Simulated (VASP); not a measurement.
# TaC (Fm-3m) in VASP: notebook

TaC is run at these levels: LDA, PBEsol+D3(BJ), PBE, revPBE; tasks: single point.

Program: VASP 6.6.1. These are calculated values, not measurements. Logs are shortened: lines on timing, memory, paths and dates and some standing lists are left out, and cuts for length are marked.

### 1 The cell of the first run

Symmetry: Fm-3m, No. 225, cubic system. Conventional cell: a = 4.383 Å, b = 4.383 Å, c = 4.383 Å, α = 90.00°, β = 90.00°, γ = 90.00°. Ta (site symmetry m-3m) has 6 C at 2.19 Å within 2.9 Å. C (site symmetry m-3m) has 6 Ta at 2.19 Å within 2.9 Å.

### 2 Single point, LDA (10.53 Å³/atom)

INCAR reads:

```
SYSTEM = TaC
ALGO = Normal
EDIFF = 1E-6
ENCUT = 600
GGA = CA
GGA_COMPAT = .FALSE.
ISIF = 2
ISMEAR = 0
LASPH = .TRUE.
LCHARG = .TRUE.
LELF = .TRUE.
LREAL = .FALSE.
LVHAR = .TRUE.
LWAVE = .FALSE.
NBANDS = 14
NELM = 120
PREC = Accurate
SIGMA = 0.05
```

KPOINTS reads:

```
k-points
0
G
  10 10 10
  0 0 0
```

POSCAR reads:

```
TaC
1.0
    0.0000000000      2.1917258370      2.1917258370
    2.1917258370      0.0000000000      2.1917258370
    2.1917258370      2.1917258370      0.0000000000
Ta C
1 1
Direct
    0.0000000000      0.0000000000      0.0000000000
    0.5000000000      0.5000000000      0.5000000000
```

Potentials or basis: VASP PAW LDA potentials, release 64 (Ta_pv, C).

Run with:

```sh
$ cat potpaw_LDA.64/Ta_pv/POTCAR potpaw_LDA.64/C/POTCAR > POTCAR
$ mpirun -np 1 vasp_std > vasp.out
```

OUTCAR:

```text
SYSTEM = TaC
   EDIFF = 1E-6
   ENCUT = 600
   GGA = CA
   ISIF = 2
   ISMEAR = 0
   LASPH = .TRUE.
   LREAL = .FALSE.
   NELM = 120
   PREC = Accurate

 ion  position               nearest neighbor table
   1  0.000  0.000  0.000-   2 2.19   2 2.19   2 2.19   2 2.19   2 2.19   2 2.19
   2  0.500  0.500  0.500-   1 2.19   1 2.19   1 2.19   1 2.19   1 2.19   1 2.19

  LATTYP: Found a face centered cubic cell.
 ALAT       =     4.3834516740

  Lattice vectors:

 A1 = (   0.0000000000,   2.1917258370,   2.1917258370)
 A2 = (   2.1917258370,   0.0000000000,   2.1917258370)
 A3 = (   2.1917258370,   2.1917258370,   0.0000000000)

Analysis of symmetry for initial positions (statically):
=====================================================================
 Subroutine PRICEL returns:
 Original cell was already a primitive cell.

 Routine SETGRP: Setting up the symmetry group for a
 face centered cubic supercell.

 Subroutine GETGRP returns: Found 48 space group operations
 (whereof 48 operations were pure point group operations)
 out of a pool of 48 trial point group operations.

The static configuration has the point symmetry O_h .

Analysis of symmetry for dynamics (positions and initial velocities):
=====================================================================
 Subroutine PRICEL returns:
 Original cell was already a primitive cell.

 Routine SETGRP: Setting up the symmetry group for a
 face centered cubic supercell.

 Subroutine GETGRP returns: Found 48 space group operations
 (whereof 48 operations were pure point group operations)
 out of a pool of 48 trial point group operations.

The dynamic configuration has the point symmetry O_h .

 Subroutine INISYM returns: Found 48 space group operations
 (whereof 48 operations are pure point group operations),
 and found     1 'primitive' translations

----------------------------------------------------------------------------------------

                                     Primitive cell

  volume of cell :      21.0566

  direct lattice vectors                    reciprocal lattice vectors
     0.000000000  2.191725837  2.191725837    -0.228130723  0.228130723  0.228130723
     2.191725837  0.000000000  2.191725837     0.228130723 -0.228130723  0.228130723
     2.191725837  2.191725837  0.000000000     0.228130723  0.228130723 -0.228130723

  length of vectors
     3.099568404  3.099568404  3.099568404     0.395134003  0.395134003  0.395134003

  position of ions in fractional coordinates (direct lattice)
     0.000000000  0.000000000  0.000000000
     0.500000000  0.500000000  0.500000000

  ion indices of the primitive-cell ions
   primitive index   ion index
                 1           1
                 2           2

----------------------------------------------------------------------------------------

 KPOINTS: k-points

Automatic generation of k-mesh.
 Grid dimensions read from file:
 generate k-points for:   10   10   10

 Generating k-lattice:

  Cartesian coordinates                     Fractional coordinates (reciprocal lattice)
    -0.022813072  0.022813072  0.022813072     0.100000000  0.000000000  0.000000000
     0.022813072 -0.022813072  0.022813072     0.000000000  0.100000000  0.000000000
     0.022813072  0.022813072 -0.022813072     0.000000000  0.000000000  0.100000000

  Length of vectors
     0.039513400  0.039513400  0.039513400

  Shift w.r.t. Gamma in fractional coordinates (k-lattice)
     0.000000000  0.000000000  0.000000000

 Subroutine IBZKPT returns following result:
 ===========================================

 Found     47 irreducible k-points:

 Following reciprocal coordinates:
            Coordinates               Weight
  0.000000  0.000000  0.000000      1.000000
  0.100000  0.000000  0.000000      8.000000
  0.200000  0.000000  0.000000      8.000000
  0.300000  0.000000  0.000000      8.000000
  0.400000  0.000000  0.000000      8.000000
  0.500000  0.000000  0.000000      4.000000
[... 16 lines left out ...]
  0.300000  0.300000  0.000000      6.000000
  0.400000  0.300000  0.000000     24.000000
 [... further k-points ...]
   k-points           NKPTS =     47   k-points in BZ     NKDIM =     47   number of bands    NBANDS=     14
   number of dos      NEDOS =    301   number of ions     NIONS =      2
   total plane-waves  NPLWV =  21952
   dimension x,y,z NGX =    28 NGY =   28 NGZ =   28
   dimension x,y,z NGXF=    56 NGYF=   56 NGZF=   56
   ions per type =               1   1
   NGX,Y,Z   is equivalent  to a cutoff of  15.02, 15.02, 15.02 a.u.
   NGXF,Y,Z  is equivalent  to a cutoff of  30.04, 30.04, 30.04 a.u.
 SYSTEM =  TaC
   PREC   = accura    normal or accurate (medium, high low for compatibility)
   ISTART =      0    job   : 0-new  1-cont  2-samecut
   ICHARG =      2    charge: 1-file 2-atom 10-const
   ISPIN  =      1    spin polarized calculation?
   LNONCOLLINEAR =      F non collinear calculations
   LSORBIT =      F    spin-orbit coupling
   LASPH  =      T    aspherical Exc in radial PAW
   ENCUT  =  600.0 eV  44.10 Ry    6.64 a.u.   6.19  6.19  6.19*2*pi/ulx,y,z
   NELM   =    120;   NELMIN=  2; NELMDL= -5     # of ELM steps
   EDIFF  = 0.1E-05   stopping-criterion for ELM
   LREAL  =      F    real-space projection
   EDIFFG = 0.1E-04   stopping-criterion for IOM
   NSW    =      0    number of steps for IOM
   IBRION =     -1    ionic relax: 0-MD 1-quasi-New 2-CG
   NFREE  =      0    steps in history (QN), initial steepest desc. (CG)
   ISIF   =      2    stress and relaxation
   ISYM   =      2    0-nonsym 1-usesym 2-fastsym
   POTIM  = 0.5000    time-step for ionic-motion
   TEBEG  =    0.0;   TEEND  =   0.0 temperature during run
   PSTRESS=    0.0 pullay stress
   NELECT =      15.0000    total number of electrons
   NUPDOWN=      -1.0000    fix difference up-down
   EMIN   =  10.00;   EMAX   =-10.00  energy-range for DOS
   EFERMI =   0.00;   METHOD = LEGACY
   ISMEAR =     0;   SIGMA  =   0.05  broadening in eV -4-tet -1-fermi 0-gaus
   EFERMI_NEDOS =   21; number of points for ismear=-14 and -15
   IALGO  =     38    algorithm
   IMIX   =      4    mixing-type and parameters
     AMIX     =   0.40;   BMIX     =  1.00
     AMIX_MAG =   1.60;   BMIX_MAG =  1.00
  volume/ion in A,a.u.               =      10.53        71.05
  Fermi-wavevector in a.u.,A,eV,Ry     =   1.462095  2.762960 29.085484  2.137723
  Thomas-Fermi vector in A             =   2.578349
   LORBIT       =      0    0 simple, 1 ext, 2 COOP (PROOUT), +10 PAW based schemes
   GGA     = CA    functional components
   LHFCALC =     F    Hartree Fock is set to
   AEXX    =    0.0000 exact exchange contribution
   IVDW    =     0    specifies the selected vdW correction
   LEPSILON=     F    determine dielectric tensor
   LRPA    =     F    only Hartree local field effects (RPA)
 non-spin polarized calculation
 Gauss-broadening in eV      SIGMA  =   0.05
  energy-cutoff  :      600.00
  volume of cell :       21.06
 maximum number of plane-waves:       725
 NGX is ok and might be reduce to    28
   NGX = 13   NGY = 13   NGZ = 13

 number of electron      15.0000000 magnetization

 Free energy of the ion-electron system (eV)
  ---------------------------------------------------
  ext. energy  EPLUGINS =         0.00000000
  ---------------------------------------------------
  free energy    TOTEN  =       -24.28591713 eV

  energy without entropy =      -24.28548767  energy(sigma->0) =      -24.28570240

 E-fermi :   8.6918     XC(G=0): -13.6312

 val. band max:        8.6805553070   @ k =   0.2000   0.0000   0.0000
 cond. band min:       8.9366292636   @ k =  -0.4000   0.3000   0.0000
 fundamental gap:      0.2560739566
 Fermi energy:         8.6918307128

 k-point     1 :       0.0000    0.0000    0.0000
  band No.  band energies     occupation
      1     -25.8958      2.00000
      2     -25.8958      2.00000
      3     -25.8958      2.00000
      4      -6.1466      2.00000
      5       7.3530      2.00000
      6       7.3530      2.00000
      7       7.3530      2.00000
      8       8.3519      2.00000
      9       8.3519      2.00000
     10       8.3519      2.00000
     11       9.4947      0.00000
     12       9.4947      0.00000
     13      16.1571      0.00000
     14      18.9853      0.00000

 k-point     2 :       0.1000    0.0000    0.0000
  band No.  band energies     occupation
      1     -25.9853      2.00000
      2     -25.9045      2.00000
      3     -25.9045      2.00000
      4      -5.8418      2.00000
      5       6.1653      2.00000
      6       6.6215      2.00000
      7       6.6215      2.00000
      8       7.9449      2.00000
      9       7.9449      2.00000
     10       8.9918      0.00000
     11      11.2270      0.00000
     12      11.2270      0.00000
     13      16.6491      0.00000
     14      19.7314      0.00000

 k-point     3 :       0.2000    0.0000    0.0000
  band No.  band energies     occupation
      1     -26.2130      2.00000
      2     -25.9272      2.00000
      3     -25.9272      2.00000
      4      -4.9929      2.00000
      5       4.3722      2.00000
      6       5.1453      2.00000
      7       5.1453      2.00000
      8       8.6806      1.25021
      9       8.6806      1.25021
     10       9.6040      0.00000
     11      13.6699      0.00000
     12      13.6699      0.00000
     13      17.6638      0.00000
     14      21.0194      0.00000
[... 324 lines left out ...]
 k-point    23 :       0.3000    0.3000    0.0000
  band No.  band energies     occupation
      1     -26.4264      2.00000
      2     -26.0960      2.00000
      3     -26.0960      2.00000
      4      -3.9567      2.00000
      5       2.5148      2.00000
      6       4.8701      2.00000
      7       6.4603      2.00000
      8       6.4603      2.00000
      9      10.7715      0.00000
     10      12.8036      0.00000
     11      12.8036      0.00000
     12      15.7264      0.00000
     13      20.8999      0.00000
     14      21.0682      0.00000

 k-point    24 :       0.4000    0.3000    0.0000
  band No.  band energies     occupation
      1     -26.5362      2.00000
      2     -26.1550      2.00000
      3     -26.1279      2.00000
      4      -3.6871      2.00000
      5       2.7043      2.00000
      6       4.2537      2.00000
      7       6.0712      2.00000
      8       6.9583      2.00000
      9      11.7349      0.00000
     10      13.0811      0.00000
     11      13.3129      0.00000
     12      16.7119      0.00000
     13      19.8472      0.00000
     14      21.0361      0.00000

 [... further k-points ...]

------------------------ aborting loop because EDIFF is reached ----------------------------------------

  FORCE on cell =-STRESS in cart. coord.  units (eV):
  Direction    XX          YY          ZZ          XY          YZ          ZX
  --------------------------------------------------------------------------------------
  -------------------------------------------------------------------------------------
  Total        1.2548481      1.2548481      1.2548481      0.0000000     -0.0000000      0.0000000
  in kB       95.4801412     95.4801412     95.4801412      0.0000000     -0.0000000      0.0000000
  external PRESSURE =      95.4801412 kB  Pullay stress =       0.0000000 kB

 VOLUME and BASIS-vectors are now :
 -----------------------------------------------------------------------------
  energy-cutoff  :      600.00
  volume of cell :       21.06
      direct lattice vectors                 reciprocal lattice vectors
     0.000000000  2.191725837  2.191725837    -0.228130723  0.228130723  0.228130723
     2.191725837  0.000000000  2.191725837     0.228130723 -0.228130723  0.228130723
     2.191725837  2.191725837  0.000000000     0.228130723  0.228130723 -0.228130723

 POSITION                                       TOTAL-FORCE (eV/Angst)
 -----------------------------------------------------------------------------------
      0.00000      0.00000      0.00000         0.000000      0.000000     -0.000000
      2.19173      2.19173      2.19173         0.000000      0.000000      0.000000
 -----------------------------------------------------------------------------------
    total drift:                                0.000000      0.000000      0.000000

  FREE ENERGIE OF THE ION-ELECTRON SYSTEM (eV)
  ---------------------------------------------------
  free  energy   TOTEN  =       -24.2859171276 eV

  energy  without entropy=      -24.2854876718  energy(sigma->0) =      -24.28570240
```

Run time: 34 s. Hardware: 1 thread of Intel Xeon 8259CL, shared host; peak memory 0.15 GiB.

Results:

```
Free energy            : -24.2859 eV
Pressure               : 9.5 GPa
Band gap on the k mesh : zero (an odd number of electrons rules out a gap without spin polarisation)
```

Levels at points of the mesh, in eV from the Fermi level:
```csv
k point,band 4,band 5,band 6,band 7,band 8,band 9,band 10,band 11,band 12,band 13
"(0.00, 0.00, 0.00)",-14.84,-1.34,-1.34,-1.34,-0.34,-0.34,-0.34,0.80,0.80,7.47
"(0.50, 0.00, 0.00)",-9.96,-8.90,-5.62,-5.62,3.00,3.00,4.07,5.82,10.66,10.66
"(0.50, 0.50, 0.00)",-12.73,-4.73,-4.38,-1.57,-1.57,2.91,4.49,4.49,7.59,9.07
```

Caveat: the cell stands under pressure; spin-orbit coupling is left out, which moves the levels of the heavy elements.

### 3 Single point, PBEsol+D3(BJ) (10.72 Å³/atom)

This run uses another cell than the first one, of 10.72 Å³/atom.

INCAR reads:

```
ALGO = Normal
EDIFF = 1E-6
ENCUT = 600
GGA = PS
GGA_COMPAT = False
ISIF = 2
ISMEAR = 0
IVDW = 12
LASPH = True
LCHARG = True
LELF = True
LREAL = False
LVHAR = True
LWAVE = False
NBANDS = 14
NELM = 120
PREC = Accurate
SIGMA = 0.05
```

KPOINTS reads:

```
k-points
0
Gamma
  10 10 10
```

POSCAR reads:

```
TaC
1.0
    0.0000000000      2.2048869653      2.2048869653
    2.2048869653      0.0000000000      2.2048869653
    2.2048869653      2.2048869653      0.0000000000
Ta C
1 1
Direct
    0.0000000000      0.0000000000      0.0000000000
    0.5000000000      0.5000000000      0.5000000000
```

Potentials or basis: VASP PAW PBE potentials, release 64 (Ta_pv, C).

Run with:

```sh
$ cat potpaw_PBE.64/Ta_pv/POTCAR potpaw_PBE.64/C/POTCAR > POTCAR
$ mpirun -np 1 vasp_std > vasp.out
```

It took 30 s on 1 thread of Intel Xeon 8259CL, shared host; peak memory 0.18 GiB.

It converged, with:

| Quantity | Value |
| --- | --- |
| Free energy | -24.4679 eV |
| Pressure | 0.9 GPa |
| Band gap on the k mesh | zero (an odd number of electrons rules out a gap without spin polarisation) |
| Dispersion energy per atom | -0.473 eV |

Levels at points of the mesh, in eV from the Fermi level:
| k point | band 4 | band 5 | band 6 | band 7 | band 8 | band 9 | band 10 | band 11 | band 12 | band 13 |
| --- | --- | --- | --- | --- | --- | --- | --- | --- | --- | --- |
| (0.00, 0.00, 0.00) | -14.90 | -1.32 | -1.32 | -1.32 | -0.36 | -0.36 | -0.36 | 0.78 | 0.78 | 7.08 |
| (0.50, 0.00, 0.00) | -10.19 | -8.87 | -5.55 | -5.55 | 2.95 | 2.95 | 3.98 | 5.59 | 10.49 | 10.49 |
| (0.50, 0.50, 0.00) | -12.76 | -4.67 | -4.51 | -1.64 | -1.64 | 2.84 | 4.40 | 4.40 | 7.30 | 8.72 |

Caveat: the PAW data sets were made with another functional, which shifts forces and pressure a little; spin-orbit coupling is left out, which moves the levels of the heavy elements.

(Continued in part 2 of 3.)
